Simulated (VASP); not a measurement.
Here is a VASP 6.6.1 calculation.

INCAR

```
ALGO = Normal
EDIFF = 1E-8
ENCUT = 520
ISIF = 2
ISMEAR = -1
LASPH = True
LCHARG = False
LEFG = True
LREAL = False
LWAVE = False
NBANDS = 12
NELM = 80
PREC = Accurate
SIGMA = 0.03
```

File KPOINTS:

```
k-points
0
Gamma
  16 16 16
```

Contents of POSCAR:

```
Zr
1.0
   -1.8454992086      1.8454992086      1.8454992086
    1.8454992086     -1.8454992086      1.8454992086
    1.8454992086      1.8454992086     -1.8454992086
Zr
1
Direct
    0.0000000000      0.0000000000      0.0000000000
```

Potentials or basis: VASP PAW LDA potentials, release 64 (Zr_sv).

The run is started by

```sh
$ cat potpaw_LDA.64/Zr_sv/POTCAR > POTCAR
$ mpirun -np 1 vasp_std > vasp.out
```

**Question.** Predict the band gap on the k mesh.

**Answer.** Zero (band 6 reaches 8.72 eV, above the bottom of band 7 at 7.03 eV).

**Question.** Estimate the pressure.

**Answer.** -13.0 GPa.

Caveat: without QUAD_EFG the Cq values of the log hold for a quadrupole moment of 1 mb, not for the nuclei.
